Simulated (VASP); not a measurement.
# Mo (Im-3m) in VASP: a series of runs, part 2 of 2

VASP 6.6.1. Earlier steps stand in the parts before.

## (4) Single point, LDA

INCAR

```
SYSTEM = Mo
ALGO = Normal ; EDIFF = 1E-6
ENCUT = 520 ; ISIF = 2
ISMEAR = 1 ; LASPH = .True.
LCHARG = .False. ; LREAL = .False.
LWAVE = .False. ; NBANDS = 13
NELM = 100 ; PREC = Accurate
SIGMA = 1.0
```

KPOINTS

```
k-points
0
Gamma
  14 14 14
  0 0 0
```

POSCAR

```
Mo
1.0
   -1.5565618036      1.5565618036      1.5565618036
    1.5565618036     -1.5565618036      1.5565618036
    1.5565618036      1.5565618036     -1.5565618036
Mo
1
Direct
    0.0000000000      0.0000000000      0.0000000000
```

Potentials or basis: VASP PAW LDA potentials, release 64 (Mo_sv).

Run with:

```
> cat potpaw_LDA.64/Mo_sv/POTCAR > POTCAR
> mpirun -np 1 vasp_std > vasp.out
```

OUTCAR:

```text
SYSTEM = Mo
   EDIFF = 1E-6
   ENCUT = 520
   ISIF = 2
   ISMEAR = 1
   LASPH = .True.
   LREAL = .False.
   NELM = 100
   PREC = Accurate

 ion  position               nearest neighbor table
   1  0.000  0.000  0.000-

  LATTYP: Found a body centered cubic cell.
 ALAT       =     3.1131236072

  Lattice vectors:

 A1 = (  -1.5565618036,   1.5565618036,   1.5565618036)
 A2 = (   1.5565618036,  -1.5565618036,   1.5565618036)
 A3 = (   1.5565618036,   1.5565618036,  -1.5565618036)

Analysis of symmetry for initial positions (statically):
=====================================================================
 Subroutine PRICEL returns:
 Original cell was already a primitive cell.

 Routine SETGRP: Setting up the symmetry group for a
 body centered cubic supercell.

 Subroutine GETGRP returns: Found 48 space group operations
 (whereof 48 operations were pure point group operations)
 out of a pool of 48 trial point group operations.

The static configuration has the point symmetry O_h .

Analysis of symmetry for dynamics (positions and initial velocities):
=====================================================================
 Subroutine PRICEL returns:
 Original cell was already a primitive cell.

 Routine SETGRP: Setting up the symmetry group for a
 body centered cubic supercell.

 Subroutine GETGRP returns: Found 48 space group operations
 (whereof 48 operations were pure point group operations)
 out of a pool of 48 trial point group operations.

The dynamic configuration has the point symmetry O_h .

 Subroutine INISYM returns: Found 48 space group operations
 (whereof 48 operations are pure point group operations),
 and found     1 'primitive' translations

----------------------------------------------------------------------------------------

                                     Primitive cell
[... 114 lines left out ...]
   GGA     = CA    functional components
   LHFCALC =     F    Hartree Fock is set to
   AEXX    =    0.0000 exact exchange contribution
   IVDW    =     0    specifies the selected vdW correction
   LEPSILON=     F    determine dielectric tensor
   LRPA    =     F    only Hartree local field effects (RPA)
 non-spin polarized calculation
 Methfessel and Paxton  Order N= 1 SIGMA  =   1.00
  energy-cutoff  :      520.00
  volume of cell :       15.09
 maximum number of plane-waves:       420
   NGX =  9   NGY =  9   NGZ =  9

 number of electron      13.9999996 magnetization

 Free energy of the ion-electron system (eV)
  ---------------------------------------------------
  ext. energy  EPLUGINS =         0.00000000
  ---------------------------------------------------
  free energy    TOTEN  =       -12.11331899 eV

  energy without entropy =      -12.17173667  energy(sigma->0) =      -12.13279155

 E-fermi :  13.0216     XC(G=0): -13.8036

 val. band max:       13.0168789257   @ k =  -0.2857   0.2857   0.1429
 cond. band min:      13.0469947995   @ k =  -0.4286   0.4286   0.2857
 fundamental gap:      0.0301158737
 Fermi energy:        13.0215690116

 k-point     1 :       0.0000    0.0000    0.0000
  band No.  band energies     occupation
      1     -47.8995      2.00000
      2     -21.2513      2.00000
      3     -21.2513      2.00000
      4     -21.2513      2.00000
      5       5.7108      2.00000
      6      11.6034      2.06218
      7      11.6034      2.06218
      8      11.6034      2.06218
      9      14.7379     -0.03568
     10      14.7379     -0.03568
     11      27.9260     -0.00000
     12      27.9260     -0.00000
     13      27.9260     -0.00000
[... 354 lines left out ...]
  band No.  band energies     occupation
      1     -47.5491      2.00000
      2     -22.4728      2.00000
      3     -22.2295      2.00000
      4     -21.4503      2.00000
      5       8.9979      2.00000
      6      10.2822      2.00074
      7      11.0899      2.01981
      8      15.0097     -0.01661
      9      15.5364     -0.00217
     10      22.8732     -0.00000
     11      23.5637     -0.00000
     12      25.0207     -0.00000
     13      30.6857     -0.00000

 [... further k-points ...]

------------------------ aborting loop because EDIFF is reached ----------------------------------------

  FORCE on cell =-STRESS in cart. coord.  units (eV):
  Direction    XX          YY          ZZ          XY          YZ          ZX
  --------------------------------------------------------------------------------------
  -------------------------------------------------------------------------------------
  Total       -0.0011938     -0.0011938     -0.0011938     -0.0000000     -0.0000000      0.0000000
  in kB       -0.1267866     -0.1267866     -0.1267866     -0.0000000     -0.0000000      0.0000000
  external PRESSURE =      -0.1267866 kB  Pullay stress =       0.0000000 kB

 VOLUME and BASIS-vectors are now :
 -----------------------------------------------------------------------------
  energy-cutoff  :      520.00
  volume of cell :       15.09
      direct lattice vectors                 reciprocal lattice vectors
    -1.556561804  1.556561804  1.556561804     0.000000000  0.321220782  0.321220782
     1.556561804 -1.556561804  1.556561804     0.321220782  0.000000000  0.321220782
     1.556561804  1.556561804 -1.556561804     0.321220782  0.321220782  0.000000000

 POSITION                                       TOTAL-FORCE (eV/Angst)
 -----------------------------------------------------------------------------------
      0.00000      0.00000      0.00000         0.000000      0.000000     -0.000000
 -----------------------------------------------------------------------------------
    total drift:                                0.000000     -0.000000      0.000000

  FREE ENERGIE OF THE ION-ELECTRON SYSTEM (eV)
  ---------------------------------------------------
  free  energy   TOTEN  =       -12.1133189852 eV

  energy  without entropy=      -12.1717366656  energy(sigma->0) =      -12.13279155
```

Run time: 12 s. Hardware: 1 thread of Intel Xeon Platinum 8259CL at 2.50GHz (Skylake/Cascade Lake), shared host; peak memory 0.13 GiB.

What came out:

* Free energy: -12.1133 eV
* Pressure: 0.0 GPa
* Band gap on the k mesh: zero (band 7 reaches 17.26 eV, above the bottom of band 8 at 11.60 eV)

## (5) Single point, LDA

INCAR

```
ALGO = Normal
EDIFF = 1E-7
ENCUT = 520
ISIF = 2
ISMEAR = -1
LASPH = True
LCHARG = False
LREAL = False
LWAVE = False
NBANDS = 13
NELM = 100
PREC = Accurate
SIGMA = 0.1
```

KPOINTS

```
k-points
0
Gamma
  15 15 15
```

POSCAR is that of step 4.

Potentials or basis: VASP PAW LDA potentials, release 64 (Mo_sv).

Run with:

```
> cat potpaw_LDA.64/Mo_sv/POTCAR > POTCAR
> mpirun -np 1 vasp_std > vasp.out
```

OUTCAR:

```text
EDIFF = 1E-7
   ENCUT = 520
   ISIF = 2
   ISMEAR = -1
   LASPH = True
   LREAL = False
   NELM = 100
   PREC = Accurate

 ion  position               nearest neighbor table
   1  0.000  0.000  0.000-

  LATTYP: Found a body centered cubic cell.
 ALAT       =     3.1131236072

  Lattice vectors:

 A1 = (  -1.5565618036,   1.5565618036,   1.5565618036)
 A2 = (   1.5565618036,  -1.5565618036,   1.5565618036)
 A3 = (   1.5565618036,   1.5565618036,  -1.5565618036)

[... 550 lines left out ...]
      3     -21.9860      2.00000
      4     -21.4119      2.00000
      5       8.5397      2.00000
      6       9.8307      2.00000
      7      12.1016      1.99978
      8      14.6574      0.00000
      9      15.9142      0.00000
     10      20.9166      0.00000
     11      24.1521      0.00000
     12      26.2340      0.00000
     13      29.7071      0.00000

 [... further k-points ...]
[... 5 lines left out ...]
  --------------------------------------------------------------------------------------
  -------------------------------------------------------------------------------------
  Total        0.0940139      0.0940139      0.0940139     -0.0000000      0.0000000      0.0000000
  in kB        9.9848946      9.9848946      9.9848946     -0.0000000      0.0000000      0.0000000
  external PRESSURE =       9.9848946 kB  Pullay stress =       0.0000000 kB

 VOLUME and BASIS-vectors are now :
 -----------------------------------------------------------------------------
  energy-cutoff  :      520.00
  volume of cell :       15.09
      direct lattice vectors                 reciprocal lattice vectors
    -1.556561804  1.556561804  1.556561804     0.000000000  0.321220782  0.321220782
     1.556561804 -1.556561804  1.556561804     0.321220782  0.000000000  0.321220782
     1.556561804  1.556561804 -1.556561804     0.321220782  0.321220782  0.000000000

 POSITION                                       TOTAL-FORCE (eV/Angst)
 -----------------------------------------------------------------------------------
      0.00000      0.00000      0.00000        -0.000000     -0.000000      0.000000
 -----------------------------------------------------------------------------------
    total drift:                                0.000000      0.000000      0.000000

  FREE ENERGIE OF THE ION-ELECTRON SYSTEM (eV)
  ---------------------------------------------------
  free  energy   TOTEN  =       -12.1376485649 eV

  energy  without entropy=      -12.1146693313  energy(sigma->0) =      -12.12615895
```

OSZICAR:

```text
N       E                     dE             d eps       ncg     rms          rms(c)
DAV:   1     0.949878744636E+02    0.94988E+02   -0.79184E+03  3157   0.111E+03
DAV:   2    -0.116420861414E+02   -0.10663E+03   -0.10242E+03  3440   0.320E+02
DAV:   3    -0.128478070451E+02   -0.12057E+01   -0.12028E+01  3585   0.352E+01
DAV:   4    -0.128508421237E+02   -0.30351E-02   -0.30350E-02  3390   0.205E+00
DAV:   5    -0.128508629491E+02   -0.20825E-04   -0.20827E-04  3615   0.154E-01    0.169E+01
DAV:   6    -0.122377892118E+02    0.61307E+00   -0.70975E-01  3215   0.108E+01    0.446E+00
DAV:   7    -0.121444589206E+02    0.93330E-01   -0.13595E-01  3390   0.437E+00    0.924E-01
DAV:   8    -0.121376856521E+02    0.67733E-02   -0.47348E-03  3240   0.876E-01    0.207E-01
DAV:   9    -0.121376375834E+02    0.48069E-04   -0.14080E-04  3670   0.145E-01    0.731E-02
DAV:  10    -0.121376485187E+02   -0.10935E-04   -0.78272E-06  3270   0.325E-02    0.203E-03
DAV:  11    -0.121376485649E+02   -0.46213E-07   -0.47273E-08  2573   0.240E-03
   1 F= -.12137649E+02 E0= -.12126159E+02  d E =-.229792E-01
```

stdout:

```text
POSCAR found type information on POSCAR Mo
 POSCAR found :  1 types and       1 ions
 scaLAPACK will be used
 LDA part: xc-table for (Slater(with rela. corr.)+CA(PZ))
 , standard interpolation
 POSCAR, INCAR and KPOINTS ok, starting setup
 FFT: planning ... GRIDC
 FFT: planning ... GRID_SOFT
 FFT: planning ... GRID
 WAVECAR not read
 entering main loop
```

Wall time 14 s (1 thread of Intel Xeon Platinum 8259CL at 2.50GHz (Skylake/Cascade Lake), shared host); peak memory 0.13 GiB.

What came out:

| Property | Result |
| --- | --- |
| Free energy | -12.1376 eV |
| Pressure | 1.0 GPa |
| Band gap on the k mesh | zero (band 7 reaches 16.95 eV, above the bottom of band 8 at 11.61 eV) |

## (6) Single point, LDA

INCAR

```
SYSTEM = Mo
PREC     = Accurate       ! precision mode
ENCUT    = 520            ! plane-wave cutoff, eV
EDIFF    = 1E-6           ! SCF threshold, eV
ISMEAR   = -1             ! smearing method
SIGMA    = 0.1            ! smearing width, eV
LREAL    = .False.        ! projectors in reciprocal space
LASPH    = .True.         ! aspherical terms in the spheres
NELM     = 100            ! most SCF steps
ALGO     = Normal         ! electronic algorithm
ISIF     = 2              ! what is computed and relaxed
LWAVE    = .False.        ! write WAVECAR
LCHARG   = .True.         ! write CHGCAR
GGA      = CA             ! functional
LELF     = .True.         ! ELF
LVHAR    = .True.       
NBANDS   = 13             ! bands
```

KPOINTS

```
Automatic mesh
0
Gamma
  2 2 2
  0 0 0
```

POSCAR is that of step 5.

Potentials or basis: VASP PAW LDA potentials, release 64 (Mo_sv).

Run with:

```
> cat potpaw_LDA.64/Mo_sv/POTCAR > POTCAR
> mpirun -np 1 vasp_std > vasp.out
```

It took 4.4 s on 1 thread of Intel Xeon 8259CL, shared host; peak memory 0.11 GiB.

Results (log left out):

* Free energy: -10.9757 eV
* Pressure: 9.1 GPa
* Band gap on the k mesh: zero (band 7 reaches 17.44 eV, above the bottom of band 8 at 11.73 eV)

Levels at points of the mesh, in eV from the Fermi level:
```tsv
k point	band 2	band 3	band 4	band 5	band 6	band 7	band 8	band 9	band 10	band 11
(0.00, 0.00, 0.00)	-35.90	-35.90	-35.90	-9.16	-3.14	-3.14	-3.14	-0.01	-0.01	13.05
(0.50, 0.00, 0.00)	-37.51	-36.41	-35.92	-7.32	-5.31	0.01	0.07	0.73	3.40	10.19
(0.50, 0.50, 0.50)	-37.00	-37.00	-37.00	-7.52	-7.52	2.57	2.57	2.57	7.54	7.54
```

Caveat: the k points lie up to 1.43 Å⁻¹ apart.

## (7) The runs side by side

```tsv
k mesh	smearing	gap on the mesh (eV)	pressure (GPa)
14 × 14 × 14	methfessel-paxton 0.3 eV	none	1.3
14 × 14 × 14	methfessel-paxton 0.6 eV	none	0.9
14 × 14 × 14	methfessel-paxton 1 eV	none	0.0
15 × 15 × 15	fermi-dirac 0.1 eV	none	1.0
2 × 2 × 2	fermi-dirac 0.1 eV	none	9.1
```

Alike in all rows: task single point; level LDA; potentials or basis VASP PAW LDA potentials, release 64 (Mo_sv); no spin polarisation; cell as given; cutoff (eV) 520.

Caveats: some runs use coarse meshes.

Total energies depend on the potentials used, so only differences within one code and one set of settings carry meaning.
